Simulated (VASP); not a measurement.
Sb:

```
CELL_PARAMETERS angstrom
-1.72500 1.72500 1.72500
1.72500 -1.72500 1.72500
1.72500 1.72500 -1.72500
ATOMIC_POSITIONS crystal
Sb 0.00000 0.00000 0.00000
```

This isn't the form of Sb at room conditions, which is rhombohedral.

| Item | Value |
| --- | --- |
| Program | VASP 6.6.1 |
| Task | relaxation of cell and atoms |
| Functional | PBEsol |
| Potentials or basis | VASP PAW PBE potentials, release 64 (Sb) |
| Cutoff | 500 eV |
| k mesh | 10 × 10 × 10 |
| Occupations | gaussian, width 0.05 eV |
| Spin | no spin polarisation |

At the start: pressure 28.1 GPa; volume 20.53 Å³/atom.

Q: Where does the relaxation end?

A: Over 4 steps the energy falls by 400.1 meV/atom and the volume is 26.24 Å³/atom (+27.8 %); space group Im-3m (No. 229, to 0.1 Å) before and after.

Step by step:
```tsv
step	energy change (eV)	largest force (eV/Å)	pressure (GPa)	volume (Å³)
1	0.0000	0.0000	28.14	20.53
2	-0.1430	0.0000	-9.43	33.22
3	-0.3999	0.0000	-0.38	26.37
4	-0.4001	0.0000	-0.06	26.24
```

Final structure:
```
Sb
1.0
    -1.87197    1.87197    1.87197
     1.87197   -1.87197    1.87197
     1.87197    1.87197   -1.87197
Sb
1
Direct
  0.00000 0.00000 0.00000
```

Caveat: the volume moved by over 15 % at a fixed basis, so the end points are rough; the PAW data sets were made with another functional, which shifts forces and pressure a little.
